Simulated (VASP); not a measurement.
# BP (Pm-3m) in VASP: further runs

Runs on BP. Level: PBE. Tasks: single point.

Everything below comes from runs of VASP 6.6.1. Logs are shortened: lines on timing, memory, paths and dates and some standing lists are left out, and cuts for length are marked.

## Step 1: The cell of the first run

It takes space group Pm-3m (No. 221, cubic). The conventional cell has a = 2.708 Å, b = 2.708 Å, c = 2.708 Å, α = 90.00°, β = 90.00°, γ = 90.00°. B (site symmetry m-3m) has 8 P at 2.35 Å and 6 B at 2.71 Å within 3.1 Å. P (site symmetry m-3m) has 8 B at 2.35 Å and 6 P at 2.71 Å within 3.1 Å.

## Step 2: Single point, PBE

File INCAR:

```
SYSTEM = BP
PREC = Accurate
ENCUT = 520
EDIFF = 1E-6
ISMEAR = -1
SIGMA = 0.02
LREAL = .False.
LASPH = .True.
NELM = 80
ALGO = Normal
ISIF = 2
LWAVE = .False.
LCHARG = .False.
GGA = PE
NBANDS = 11
```

File KPOINTS:

```
regular mesh
0
Gamma
  5 5 5
  0 0 0
```

File POSCAR:

```
BP
1.0
    2.7080526412      0.0000000000      0.0000000000
    0.0000000000      2.7080526412      0.0000000000
    0.0000000000      0.0000000000      2.7080526412
B P
1 1
Direct
    0.0000000000      0.0000000000      0.0000000000
    0.5000000000      0.5000000000      0.5000000000
```

Potentials or basis: VASP PAW PBE potentials, release 64 (B, P).

On the command line:

```console
> cat potpaw_PBE.64/B/POTCAR potpaw_PBE.64/P/POTCAR > POTCAR
> mpirun -np 1 vasp_std > vasp.out
```

OUTCAR:

```text
SYSTEM = BP
   PREC = Accurate
   ENCUT = 520
   EDIFF = 1E-6
   ISMEAR = -1
   LREAL = .False.
   LASPH = .True.
   NELM = 80
   ISIF = 2
   GGA = PE

 ion  position               nearest neighbor table
   1  0.000  0.000  0.000-   2 2.35   2 2.35   2 2.35   2 2.35   2 2.35   2 2.35   2 2.35   2 2.35

   2  0.500  0.500  0.500-   1 2.35   1 2.35   1 2.35   1 2.35   1 2.35   1 2.35   1 2.35   1 2.35

  LATTYP: Found a simple cubic cell.
 ALAT       =     2.7080526412

  Lattice vectors:

 A1 = (   2.7080526412,   0.0000000000,   0.0000000000)
 A2 = (   0.0000000000,   2.7080526412,   0.0000000000)
 A3 = (   0.0000000000,   0.0000000000,   2.7080526412)

Analysis of symmetry for initial positions (statically):
=====================================================================
 Subroutine PRICEL returns:
 Original cell was already a primitive cell.

 Routine SETGRP: Setting up the symmetry group for a
 simple cubic supercell.

 Subroutine GETGRP returns: Found 48 space group operations
[... 9 lines left out ...]

 Routine SETGRP: Setting up the symmetry group for a
 simple cubic supercell.

 Subroutine GETGRP returns: Found 48 space group operations
[... 11 lines left out ...]
                                     Primitive cell

  volume of cell :      19.8596

  direct lattice vectors                    reciprocal lattice vectors
     2.708052641  0.000000000  0.000000000     0.369269040  0.000000000  0.000000000
     0.000000000  2.708052641  0.000000000     0.000000000  0.369269040  0.000000000
     0.000000000  0.000000000  2.708052641     0.000000000  0.000000000  0.369269040

  length of vectors
     2.708052641  2.708052641  2.708052641     0.369269040  0.369269040  0.369269040

  position of ions in fractional coordinates (direct lattice)
     0.000000000  0.000000000  0.000000000
     0.500000000  0.500000000  0.500000000

  ion indices of the primitive-cell ions
   primitive index   ion index
                 1           1
                 2           2

----------------------------------------------------------------------------------------

 KPOINTS: regular mesh

Automatic generation of k-mesh.
 Grid dimensions read from file:
 generate k-points for:    5    5    5

 Generating k-lattice:

  Cartesian coordinates                     Fractional coordinates (reciprocal lattice)
     0.073853808  0.000000000  0.000000000     0.200000000  0.000000000  0.000000000
     0.000000000  0.073853808  0.000000000     0.000000000  0.200000000  0.000000000
     0.000000000  0.000000000  0.073853808     0.000000000  0.000000000  0.200000000

  Length of vectors
     0.073853808  0.073853808  0.073853808

  Shift w.r.t. Gamma in fractional coordinates (k-lattice)
     0.000000000  0.000000000  0.000000000

 Subroutine IBZKPT returns following result:
 ===========================================

 Found     10 irreducible k-points:

 Following reciprocal coordinates:
            Coordinates               Weight
  0.000000  0.000000  0.000000      1.000000
  0.200000  0.000000  0.000000      6.000000
  0.400000  0.000000  0.000000      6.000000
  0.200000  0.200000  0.000000     12.000000
  0.400000  0.200000  0.000000     24.000000
  0.400000  0.400000  0.000000     12.000000
  0.200000  0.200000  0.200000      8.000000
  0.400000  0.200000  0.200000     24.000000
  0.400000  0.400000  0.200000     24.000000
  0.400000  0.400000  0.400000      8.000000
   k-points           NKPTS =     10   k-points in BZ     NKDIM =     10   number of bands    NBANDS=     11
   number of dos      NEDOS =    301   number of ions     NIONS =      2
   total plane-waves  NPLWV =   8000
   dimension x,y,z NGX =    20 NGY =   20 NGZ =   20
   dimension x,y,z NGXF=    40 NGYF=   40 NGZF=   40
   ions per type =               1   1
   NGX,Y,Z   is equivalent  to a cutoff of  12.28, 12.28, 12.28 a.u.
   NGXF,Y,Z  is equivalent  to a cutoff of  24.56, 24.56, 24.56 a.u.
 SYSTEM =  BP
   PREC   = accura    normal or accurate (medium, high low for compatibility)
   ISTART =      0    job   : 0-new  1-cont  2-samecut
   ICHARG =      2    charge: 1-file 2-atom 10-const
   ISPIN  =      1    spin polarized calculation?
   LNONCOLLINEAR =      F non collinear calculations
   LSORBIT =      F    spin-orbit coupling
   LASPH  =      T    aspherical Exc in radial PAW
   ENCUT  =  520.0 eV  38.22 Ry    6.18 a.u.   5.04  5.04  5.04*2*pi/ulx,y,z
   NELM   =     80;   NELMIN=  2; NELMDL= -5     # of ELM steps
   EDIFF  = 0.1E-05   stopping-criterion for ELM
   LREAL  =      F    real-space projection
   EDIFFG = 0.1E-04   stopping-criterion for IOM
   NSW    =      0    number of steps for IOM
   IBRION =     -1    ionic relax: 0-MD 1-quasi-New 2-CG
   NFREE  =      0    steps in history (QN), initial steepest desc. (CG)
   ISIF   =      2    stress and relaxation
   ISYM   =      2    0-nonsym 1-usesym 2-fastsym
   POTIM  = 0.5000    time-step for ionic-motion
   TEBEG  =    0.0;   TEEND  =   0.0 temperature during run
   PSTRESS=    0.0 pullay stress
   NELECT =       8.0000    total number of electrons
   NUPDOWN=      -1.0000    fix difference up-down
   EMIN   =  10.00;   EMAX   =-10.00  energy-range for DOS
   EFERMI =   0.00;   METHOD = LEGACY
   ISMEAR =    -1;   SIGMA  =   0.02  broadening in eV -4-tet -1-fermi 0-gaus
   EFERMI_NEDOS =   21; number of points for ismear=-14 and -15
   IALGO  =     38    algorithm
   IMIX   =      4    mixing-type and parameters
     AMIX     =   0.40;   BMIX     =  1.00
     AMIX_MAG =   1.60;   BMIX_MAG =  1.00
  volume/ion in A,a.u.               =       9.93        67.01
  Fermi-wavevector in a.u.,A,eV,Ry     =   1.209060  2.284791 19.889340  1.461825
  Thomas-Fermi vector in A             =   2.344649
   LORBIT       =      0    0 simple, 1 ext, 2 COOP (PROOUT), +10 PAW based schemes
   GGA     = PE    functional components
   LHFCALC =     F    Hartree Fock is set to
   AEXX    =    0.0000 exact exchange contribution
   IVDW    =     0    specifies the selected vdW correction
   LEPSILON=     F    determine dielectric tensor
   LRPA    =     F    only Hartree local field effects (RPA)
 non-spin polarized calculation
  energy-cutoff  :      520.00
  volume of cell :       19.86
 maximum number of plane-waves:       541
   NGX = 11   NGY = 11   NGZ = 11

 number of electron       7.9999998 magnetization

 Free energy of the ion-electron system (eV)
  ---------------------------------------------------
  ext. energy  EPLUGINS =         0.00000000
  ---------------------------------------------------
  free energy    TOTEN  =        -9.32898491 eV

  energy without entropy =       -9.32892785  energy(sigma->0) =       -9.32895638

 E-fermi :  10.3465     XC(G=0): -12.1527

 val. band max:       10.1920705778   @ k =   0.4000   0.4000   0.2000
 cond. band min:      10.4870018436   @ k =   0.2000   0.2000   0.0000
 fundamental gap:      0.2949312658
 Fermi energy:        10.3464721205

 k-point     1 :       0.0000    0.0000    0.0000
  band No.  band energies     occupation
      1      -7.0398      2.00000
      2       9.1054      2.00000
      3       9.1054      2.00000
      4       9.1054      2.00000
      5      12.4730      0.00000
      6      14.5846      0.00000
      7      14.5846      0.00000
      8      21.1521      0.00000
      9      21.1521      0.00000
     10      21.1521      0.00000
     11      28.2323      0.00000

 k-point     2 :       0.2000    0.0000    0.0000
  band No.  band energies     occupation
      1      -6.3117      2.00000
      2       4.7123      2.00000
      3       9.8014      2.00000
      4       9.8014      2.00000
      5      13.3733      0.00000
      6      15.2990      0.00000
      7      19.0100      0.00000
      8      19.0100      0.00000
      9      19.0165      0.00000
     10      20.4979      0.00000
     11      28.3614      0.00000

 k-point     3 :       0.4000    0.0000    0.0000
  band No.  band energies     occupation
      1      -4.2372      2.00000
      2      -0.0619      2.00000
      3      11.8424      0.00000
      4      11.8424      0.00000
      5      14.7576      0.00000
      6      15.1707      0.00000
      7      15.1707      0.00000
      8      17.1206      0.00000
      9      17.2540      0.00000
     10      23.3842      0.00000
     11      27.2462      0.00000

 k-point     4 :       0.2000    0.2000    0.0000
  band No.  band energies     occupation
      1      -5.5818      2.00000
      2       5.2777      2.00000
      3       5.5483      2.00000
      4      10.4870      0.00177
      5      14.5303      0.00000
      6      15.2401      0.00000
      7      18.3419      0.00000
      8      19.4207      0.00000
      9      19.7505      0.00000
     10      21.8483      0.00000
     11      25.0582      0.00000

 k-point     5 :       0.4000    0.2000    0.0000
  band No.  band energies     occupation
      1      -3.4957      2.00000
      2       0.6306      2.00000
      3       7.4751      2.00000
      4      10.9540      0.00000
      5      12.4789      0.00000
      6      15.5872      0.00000
      7      16.1449      0.00000
      8      18.4921      0.00000
      9      21.5135      0.00000
     10      25.2283      0.00000
     11      25.4302      0.00000

 k-point     6 :       0.4000    0.4000    0.0000
  band No.  band energies     occupation
      1      -1.3537      2.00000
      2       2.4162      2.00000
      3       2.8802      2.00000
      4       6.4710      2.00000
      5      14.1951      0.00000
      6      15.9289      0.00000
      7      17.6374      0.00000
      8      18.8359      0.00000
      9      22.2886      0.00000
     10      23.1061      0.00000
     11      23.8824      0.00000

 k-point     7 :       0.2000    0.2000    0.2000
  band No.  band energies     occupation
      1      -4.8509      2.00000
      2       6.0169      2.00000
      3       6.0169      2.00000
      4       6.2946      2.00000
      5      14.8154      0.00000
      6      16.4590      0.00000
      7      16.4590      0.00000
      8      17.8134      0.00000
      9      22.1608      0.00000
     10      22.1608      0.00000
     11      27.0021      0.00000

 k-point     8 :       0.4000    0.2000    0.2000
  band No.  band energies     occupation
      1      -2.7555      2.00000
      2       1.3277      2.00000
      3       8.1045      2.00000
      4       8.2105      2.00000
      5      11.4097      0.00000
      6      11.8280      0.00000
      7      17.4522      0.00000
      8      18.4855      0.00000
      9      23.7536      0.00000
     10      25.6022      0.00000
     11      25.6841      0.00000

 k-point     9 :       0.4000    0.4000    0.2000
  band No.  band energies     occupation
      1      -0.6145      2.00000
      2       3.1678      2.00000
      3       3.5454      2.00000
      4       7.1190      2.00000
      5      10.1921      1.99911
      6      13.0078      0.00000
      7      14.1524      0.00000
      8      16.4382      0.00000
      9      25.3658      0.00000
     10      26.8683      0.00000
     11      27.3495      0.00000

 k-point    10 :       0.4000    0.4000    0.4000
  band No.  band energies     occupation
      1       1.5302      2.00000
      2       5.4028      2.00000
      3       5.4028      2.00000
      4       5.4326      2.00000
      5       9.0718      2.00000
      6       9.1572      2.00000
      7       9.1572      2.00000
      8      12.4075      0.00000
      9      29.2062      0.00000
     10      30.3181      0.00000
     11      30.3181      0.00000

------------------------ aborting loop because EDIFF is reached ----------------------------------------

  FORCE on cell =-STRESS in cart. coord.  units (eV):
  Direction    XX          YY          ZZ          XY          YZ          ZX
  --------------------------------------------------------------------------------------
  -------------------------------------------------------------------------------------
  Total        0.0597546      0.0597546      0.0597546     -0.0000000     -0.0000000     -0.0000000
  in kB        4.8207051      4.8207051      4.8207051     -0.0000000     -0.0000000     -0.0000000
  external PRESSURE =       4.8207051 kB  Pullay stress =       0.0000000 kB

 VOLUME and BASIS-vectors are now :
 -----------------------------------------------------------------------------
  energy-cutoff  :      520.00
  volume of cell :       19.86
      direct lattice vectors                 reciprocal lattice vectors
     2.708052641  0.000000000  0.000000000     0.369269040  0.000000000  0.000000000
     0.000000000  2.708052641  0.000000000     0.000000000  0.369269040  0.000000000
     0.000000000  0.000000000  2.708052641     0.000000000  0.000000000  0.369269040

 POSITION                                       TOTAL-FORCE (eV/Angst)
 -----------------------------------------------------------------------------------
      0.00000      0.00000      0.00000         0.000000      0.000000      0.000000
      1.35403      1.35403      1.35403         0.000000      0.000000      0.000000
 -----------------------------------------------------------------------------------
    total drift:                                0.000000      0.000000      0.000000

  FREE ENERGIE OF THE ION-ELECTRON SYSTEM (eV)
  ---------------------------------------------------
  free  energy   TOTEN  =        -9.3289849062 eV

  energy  without entropy=       -9.3289278472  energy(sigma->0) =       -9.32895638
```

Run time: 1.6 s. Hardware: 1 thread of Intel Xeon 6975P-C, shared host; peak memory 0.12 GiB.

What came out:

* Free energy: -9.3290 eV
* Pressure: 0.5 GPa
* Band gap on the k mesh: zero (band 4 reaches 11.84 eV, above the bottom of band 5 at 9.07 eV)

Levels at points of the mesh, in eV from the Fermi level:
| k point | band 1 | band 2 | band 3 | band 4 | band 5 | band 6 | band 7 | band 8 | band 9 |
| --- | --- | --- | --- | --- | --- | --- | --- | --- | --- |
| (0.00, 0.00, 0.00) | -17.39 | -1.24 | -1.24 | -1.24 | 2.13 | 4.24 | 4.24 | 10.81 | 10.81 |

Caveat: the k points lie up to 0.46 Å⁻¹ apart.

## Step 3: Single point, PBE

File INCAR:

```
PREC = Accurate
ENCUT = 520
EDIFF = 1E-6
ISMEAR = -1
SIGMA = 0.02
LREAL = False
LASPH = True
NELM = 80
ALGO = Normal
ISIF = 2
LWAVE = False
LCHARG = False
GGA = PE
NBANDS = 11
```

File KPOINTS:

```
regular mesh
0
Gamma
  6 6 6
```

POSCAR is that of step 2.

Potentials or basis: VASP PAW PBE potentials, release 64 (B, P).

On the command line:

```console
> cat potpaw_PBE.64/B/POTCAR potpaw_PBE.64/P/POTCAR > POTCAR
> mpirun -np 1 vasp_std > vasp.out
```

It took 2.9 s on 1 thread of Intel Xeon 6975P-C, shared host; peak memory 0.12 GiB.

The run converged. Its results:

```
Free energy            : -9.2126 eV
Pressure               : 3.9 GPa
Band gap on the k mesh : zero (band 4 reaches 13.08 eV, above the bottom of band 5 at 7.06 eV)
```

Levels at points of the mesh, in eV from the Fermi level:
```csv
k point,band 1,band 2,band 3,band 4,band 5,band 6,band 7,band 8
"(0.00, 0.00, 0.00)",-17.34,-1.18,-1.18,-1.18,2.19,4.28,4.28,10.88
"(0.50, 0.00, 0.00)",-13.62,-11.61,2.78,2.78,3.39,3.39,5.06,6.24
"(0.50, 0.50, 0.00)",-9.41,-8.24,-8.24,-6.19,5.03,5.53,8.36,8.36
"(0.50, 0.50, 0.50)",-5.63,-3.86,-3.86,-3.86,-3.24,-3.24,-3.24,-1.65
```

Caveat: the k points lie up to 0.39 Å⁻¹ apart.
